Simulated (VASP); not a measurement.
## Ga2Te4Pb: relaxation of the atoms with r2SCAN

Ga2Te4Pb:

```
CELL_PARAMETERS angstrom
0.00000 6.20020 0.00000
6.20020 0.00000 0.00000
3.10010 3.10010 -6.00889
ATOMIC_POSITIONS crystal
Pb 0.00000 0.00000 0.00000
Ga 0.75000 0.25000 0.50000
Ga 0.50000 0.50000 0.00000
Te 0.39500 0.40500 0.73000
Te 0.59500 0.12500 0.27000
Te 0.87500 0.86500 0.73000
Te 0.13500 0.60500 0.27000
```

```
Program                : VASP 6.6.1
Task                   : relaxation of the atoms
Functional             : r2SCAN
Potentials or basis    : VASP PAW PBE potentials, release 64 (Pb_d, Ga_d, Te)
Cutoff                 : 520 eV
k mesh                 : 5 × 5 × 5
Occupations            : fermi-dirac, width 0.1 eV
Spin                   : no spin polarisation
Dipole correction      : no
Further INCAR settings : ALGO = Normal; EDIFF = 1e-07; IBRION = 2; EDIFFG = -0.01; NSW = 80
```

* Energy gained by relaxing: 109.4 meV/atom
* Ionic steps: 7
* Pressure after relaxing: 3.0 GPa
* Largest force after relaxing: 0.010 eV/Å
* Band gap on the k mesh: 0.70 eV (least direct gap 1.15 eV)

Forces in eV/Å, atoms in the order of the input:
```
Pb   0.000  0.000  0.000
Ga   0.000  0.000  0.000
Ga   0.000  0.000  0.000
Te   0.005 -0.002 -0.008
Te  -0.002 -0.005  0.008
Te  -0.005  0.002 -0.008
Te   0.002  0.005  0.008
```

Stress tensor (GPa, compression positive):
```
3.47 0.00 0.00
0.00 3.47 0.00
0.00 0.00 2.00
```

The path:
```csv
step,energy change (eV),largest force (eV/Å),pressure (GPa)
1,0.0000,1.7634,5.75
2,-0.4709,1.0189,4.89
3,-0.7155,0.3472,4.14
4,-0.7177,0.3514,4.09
5,-0.7434,0.2393,3.72
6,-0.7651,0.0485,2.99
7,-0.7656,0.0098,2.98
```

Final structure:
```
CELL_PARAMETERS angstrom
0.00000 6.20020 0.00000
6.20020 0.00000 0.00000
3.10010 3.10010 -6.00889
ATOMIC_POSITIONS crystal
Pb 0.00000 0.00000 0.00000
Ga 0.75000 0.25000 0.50000
Ga 0.50000 0.50000 0.00000
Te 0.41656 0.44444 0.70369
Te 0.55556 0.12025 0.29631
Te 0.87975 0.85187 0.70369
Te 0.14813 0.58344 0.29631
```

Levels at points of the mesh, in eV from the valence-band top:
```csv
k point,band 29,band 30,band 31,band 32,band 33,band 34,band 35,band 36
"(0.00, 0.00, 0.00)",-1.74,-1.37,-1.07,-1.07,0.70,1.45,2.49,2.54
```

It took 18 min on 4 MPI ranks on AMD EPYC 9R14 (Zen 4) (shared host), peak memory 0.5 GiB a rank.

Caveat: the PAW data sets were made with another functional, which shifts forces and pressure a little; spin-orbit coupling is left out, which moves the levels of the heavy elements. A k mesh can miss the band edges.
